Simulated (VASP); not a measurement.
Here is a VASP 6.6.1 calculation.

Contents of INCAR:

```
SYSTEM = C
PREC     = Accurate       ! precision mode
ENCUT    = 520            ! plane-wave cutoff, eV
EDIFF    = 1E-6           ! SCF threshold, eV
ISMEAR   = 0              ! smearing method
SIGMA    = 0.05           ! smearing width, eV
LREAL    = .FALSE.        ! projectors in reciprocal space
LASPH    = .TRUE.         ! aspherical terms in the spheres
NELM     = 60             ! most SCF steps
ALGO     = Normal         ! electronic algorithm
ISIF     = 2              ! what is computed and relaxed
LWAVE    = .FALSE.        ! write WAVECAR
LCHARG   = .FALSE.        ! write CHGCAR
GGA      = CA             ! functional
NBANDS   = 11             ! bands
```

KPOINTS

```
regular mesh
0
G
  12 12 12
  0 0 0
```

Contents of POSCAR:

```
C
1.0
    1.2894276638      0.7444514088      3.5143613814
   -1.2894276638      0.7444514088      3.5143613814
    0.0000000000     -1.4889028176      3.5143613814
C
2
Direct
    0.1640000000      0.1640000000      0.1640000000
    0.8360000000      0.8360000000      0.8360000000
```

Potentials or basis: VASP PAW LDA potentials, release 64 (C).

Launch:

```console
$ cat potpaw_LDA.64/C/POTCAR > POTCAR
$ mpirun -np 1 vasp_std > vasp.out
```

Q: Estimate the pressure.

A: -34.6 GPa.

Q: Predict the band gap on the k mesh.

A: 0.62 eV, direct.

Q: What does it give for the largest force?

A: 0.931 eV/Å.

Forces on the atoms (eV/Å):
```
C    0.000  0.000  0.931
C    0.000  0.000 -0.931
```

Caveat: the cell differs from its parent crystal (strain +0.050 along x and y, +0.050 along z). A k mesh can miss the band edges.
